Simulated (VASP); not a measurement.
# Sn (Fd-3m) in VASP: notebook, part 2 of 2

VASP 6.6.1.

## (3) Single point, LDA

This run uses another cell than the first one, of 32.79 Å³/atom, 1.032 times its volume.

INCAR reads:

```
SYSTEM = Sn
PREC = Accurate ; ENCUT = 520
EDIFF = 1E-6 ; ISMEAR = -1
SIGMA = 0.1 ; LREAL = .FALSE.
LASPH = .TRUE. ; NELM = 80
ALGO = Normal ; ISIF = 2
LWAVE = .FALSE. ; LCHARG = .TRUE.
GGA = CA ; LELF = .TRUE.
LVHAR = .TRUE. ; NBANDS = 21
```

KPOINTS reads:

```
regular mesh
0
G
  8 8 8
  0 0 0
```

POSCAR reads:

```
Sn
1.0
    0.0000000000      3.2006807366      3.2006807366
    3.2006807366      0.0000000000      3.2006807366
    3.2006807366      3.2006807366      0.0000000000
Sn
2
Direct
    0.0000000000      0.0000000000      0.0000000000
    0.2500000000      0.2500000000      0.2500000000
```

Potentials or basis: VASP PAW LDA potentials, release 64 (Sn_d).

On the command line:

```sh
$ cat potpaw_LDA.64/Sn_d/POTCAR > POTCAR
$ mpirun -np 1 vasp_std > vasp.out
```

OUTCAR:

```text
SYSTEM = Sn
   PREC = Accurate
   ENCUT = 520
   EDIFF = 1E-6
   ISMEAR = -1
   LREAL = .FALSE.
   LASPH = .TRUE.
   NELM = 80
   ISIF = 2
   GGA = CA

 ion  position               nearest neighbor table
   1  0.000  0.000  0.000-   2 2.77   2 2.77   2 2.77   2 2.77
   2  0.250  0.250  0.250-   1 2.77   1 2.77   1 2.77   1 2.77

  LATTYP: Found a face centered cubic cell.
 ALAT       =     6.4013614732

  Lattice vectors:

[... 764 lines left out ...]

------------------------ aborting loop because EDIFF is reached ----------------------------------------

  FORCE on cell =-STRESS in cart. coord.  units (eV):
  Direction    XX          YY          ZZ          XY          YZ          ZX
  --------------------------------------------------------------------------------------
  -------------------------------------------------------------------------------------
  Total        0.7116423      0.7116423      0.7116423      0.0000000     -0.0000000     -0.0000000
  in kB       17.3866253     17.3866253     17.3866253      0.0000000     -0.0000000     -0.0000000
  external PRESSURE =      17.3866253 kB  Pullay stress =       0.0000000 kB

 VOLUME and BASIS-vectors are now :
 -----------------------------------------------------------------------------
  energy-cutoff  :      520.00
  volume of cell :       65.58
      direct lattice vectors                 reciprocal lattice vectors
     0.000000000  3.200680737  3.200680737    -0.156216768  0.156216768  0.156216768
     3.200680737  0.000000000  3.200680737     0.156216768 -0.156216768  0.156216768
     3.200680737  3.200680737  0.000000000     0.156216768  0.156216768 -0.156216768

 POSITION                                       TOTAL-FORCE (eV/Angst)
 -----------------------------------------------------------------------------------
      0.00000      0.00000      0.00000        -0.000000     -0.000000      0.000000
      1.60034      1.60034      1.60034         0.000000      0.000000     -0.000000
 -----------------------------------------------------------------------------------
    total drift:                                0.000000      0.000000      0.000000

  FREE ENERGIE OF THE ION-ELECTRON SYSTEM (eV)
  ---------------------------------------------------
  free  energy   TOTEN  =        -8.9249924879 eV

  energy  without entropy=       -8.9172154045  energy(sigma->0) =       -8.92110395
```

It took 49 s on 1 thread of Intel Xeon 8259CL, shared host; peak memory 0.18 GiB.

Results:

| Item | Value |
| --- | --- |
| Free energy | -8.9250 eV |
| Pressure | 1.7 GPa |
| Band gap on the k mesh | zero (band 14 reaches 5.90 eV, above the bottom of band 15 at 5.80 eV) |

Levels at points of the mesh, in eV from the Fermi level:
| k point | band 12 | band 13 | band 14 | band 15 | band 16 | band 17 |
| --- | --- | --- | --- | --- | --- | --- |
| (0.00, 0.00, 0.00) | -0.48 | 0.11 | 0.11 | 0.11 | 2.17 | 2.17 |
| (0.50, 0.00, 0.00) | -6.48 | -1.16 | -1.16 | 0.00 | 3.26 | 3.26 |
| (0.50, 0.50, 0.00) | -7.68 | -2.58 | -2.58 | 0.74 | 0.74 | 7.94 |

Caveat: spin-orbit coupling is left out, which moves the levels of the heavy elements.

## (4) Single point, LDA

This run uses another cell than the first one, of 33.80 Å³/atom, 1.064 times its volume.

INCAR reads:

```
PREC = Accurate
ENCUT = 520
EDIFF = 1E-6
ISMEAR = -1
SIGMA = 0.1
LREAL = False
LASPH = True
NELM = 60
ALGO = Normal
ISIF = 2
LWAVE = False
LCHARG = False
NBANDS = 21
```

KPOINTS reads:

```
Automatic mesh
0
Gamma
  8 8 8
```

POSCAR reads:

```
Sn
1.0
    0.0000000000      3.2333430000      3.2333430000
    3.2333430000      0.0000000000      3.2333430000
    3.2333430000      3.2333430000      0.0000000000
Sn
2
Direct
    0.0000000000      0.0000000000      0.0000000000
    0.2500000000      0.2500000000      0.2500000000
```

On the command line:

```sh
$ cat potpaw_LDA.64/Sn_d/POTCAR > POTCAR
$ mpirun -np 1 vasp_std > vasp.out
```

Run time: 49 s. Hardware: 1 thread of Intel Xeon 8259CL, shared host; peak memory 0.18 GiB.

Results (log left out):

| Property | Result |
| --- | --- |
| Free energy | -8.9376 eV |
| Pressure | 0.2 GPa |
| Band gap on the k mesh | zero (band 14 reaches 5.57 eV, above the bottom of band 15 at 5.40 eV) |

Levels at points of the mesh, in eV from the Fermi level:
```csv
k point,band 10,band 11,band 12,band 13,band 14,band 15,band 16,band 17,band 18,band 19
"(0.00, 0.00, 0.00)",-21.19,-10.67,-0.68,0.13,0.13,0.13,2.19,2.19,2.19,4.91
"(0.50, 0.00, 0.00)",-21.15,-9.03,-6.33,-1.09,-1.09,-0.04,3.27,3.27,5.57,8.48
"(0.50, 0.50, 0.00)",-21.13,-7.55,-7.55,-2.45,-2.45,0.80,0.80,7.76,7.76,9.31
```

Caveat: spin-orbit coupling is left out, which moves the levels of the heavy elements.

## (5) Single point, LDA

This run uses another cell than the first one, of 34.82 Å³/atom, 1.096 times its volume.

INCAR reads:

```
SYSTEM = Sn
ALGO     = Normal         ! electronic algorithm
EDIFF    = 1E-7           ! SCF threshold, eV
ENCUT    = 520            ! plane-wave cutoff, eV
ISIF     = 2              ! what is computed and relaxed
ISMEAR   = -1             ! smearing method
LASPH    = .True.         ! aspherical terms in the spheres
LCHARG   = .False.        ! write CHGCAR
LREAL    = .False.        ! projectors in reciprocal space
LWAVE    = .False.        ! write WAVECAR
NBANDS   = 21             ! bands
NELM     = 80             ! most SCF steps
PREC     = Accurate       ! precision mode
SIGMA    = 0.1            ! smearing width, eV
```

KPOINTS reads:

```
k-points
0
Gamma
  8 8 8
  0 0 0
```

POSCAR reads:

```
Sn
1.0
    0.0000000000      3.2653583791      3.2653583791
    3.2653583791      0.0000000000      3.2653583791
    3.2653583791      3.2653583791      0.0000000000
Sn
2
Direct
    0.0000000000      0.0000000000      0.0000000000
    0.2500000000      0.2500000000      0.2500000000
```

On the command line:

```sh
$ cat potpaw_LDA.64/Sn_d/POTCAR > POTCAR
$ mpirun -np 1 vasp_std > vasp.out
```

It took 59 s on 1 thread of Intel Xeon 8259CL, shared host; peak memory 0.18 GiB.

It converged, with:

```
Free energy            : -8.9327 eV
Pressure               : -1.0 GPa
Band gap on the k mesh : zero (band 14 reaches 5.25 eV, above the bottom of band 15 at 5.03 eV)
```

Levels at points of the mesh, in eV from the Fermi level:
| k point | band 10 | band 11 | band 12 | band 13 | band 14 | band 15 | band 16 | band 17 | band 18 | band 19 |
| --- | --- | --- | --- | --- | --- | --- | --- | --- | --- | --- |
| (0.00, 0.00, 0.00) | -21.15 | -10.46 | -0.86 | 0.15 | 0.15 | 0.15 | 2.21 | 2.21 | 2.21 | 4.90 |
| (0.50, 0.00, 0.00) | -21.10 | -8.88 | -6.21 | -1.03 | -1.03 | -0.08 | 3.27 | 3.27 | 5.60 | 8.36 |
| (0.50, 0.50, 0.00) | -21.08 | -7.43 | -7.43 | -2.34 | -2.34 | 0.84 | 0.84 | 7.59 | 7.59 | 9.11 |

Caveat: spin-orbit coupling is left out, which moves the levels of the heavy elements.

## (6) Single point, LDA

This run uses another cell than the first one, of 35.83 Å³/atom, 1.128 times its volume.

INCAR reads:

```
SYSTEM = Sn
ALGO = Normal
EDIFF = 1E-6
ENCUT = 520
GGA = CA
ISIF = 2
ISMEAR = -1
LASPH = .True.
LCHARG = .False.
LREAL = .False.
LWAVE = .False.
NBANDS = 21
NELM = 80
PREC = Accurate
SIGMA = 0.1
```

KPOINTS is that of step 5.

POSCAR reads:

```
Sn
1.0
    0.0000000000      3.2967579821      3.2967579821
    3.2967579821      0.0000000000      3.2967579821
    3.2967579821      3.2967579821      0.0000000000
Sn
2
Direct
    0.0000000000      0.0000000000      0.0000000000
    0.2500000000      0.2500000000      0.2500000000
```

Potentials or basis: VASP PAW LDA potentials, release 64 (Sn_d).

On the command line:

```sh
$ cat potpaw_LDA.64/Sn_d/POTCAR > POTCAR
$ mpirun -np 1 vasp_std > vasp.out
```

Wall time 52 s (1 thread of Intel Xeon 8259CL, shared host); peak memory 0.18 GiB.

The run converged. Its results:

| Property | Result |
| --- | --- |
| Free energy | -8.9132 eV |
| Pressure | -2.1 GPa |
| Band gap on the k mesh | zero (band 14 reaches 4.96 eV, above the bottom of band 15 at 4.68 eV) |

Levels at points of the mesh, in eV from the Fermi level:
```csv
k point,band 12,band 13,band 14,band 15,band 16,band 17
"(0.00, 0.00, 0.00)",-1.04,0.16,0.16,0.16,2.21,2.21
"(0.50, 0.00, 0.00)",-6.09,-0.97,-0.97,-0.11,3.27,3.27
"(0.50, 0.50, 0.00)",-7.33,-2.24,-2.24,0.89,0.89,7.42
```

Caveat: spin-orbit coupling is left out, which moves the levels of the heavy elements.

## (7) Summary

```csv
cell,gap on the mesh (eV),pressure (GPa)
"a = 4.479 Å, angles 60.0°, 2 atoms",none,3.5
"a = 4.526 Å, angles 60.0°, 2 atoms",none,1.7
"a = 4.573 Å, angles 60.0°, 2 atoms",none,0.2
"a = 4.618 Å, angles 60.0°, 2 atoms",none,-1.0
"a = 4.662 Å, angles 60.0°, 2 atoms",none,-2.1
```

Alike in all rows: task single point; level LDA; potentials or basis VASP PAW LDA potentials, release 64 (Sn_d); no spin polarisation; k mesh 8 × 8 × 8; cutoff (eV) 520; smearing fermi-dirac 0.1 eV.

Caveats: spin-orbit coupling is left out, which moves the levels of the heavy elements.

Absolute energies hang on the potentials; compare differences alone.
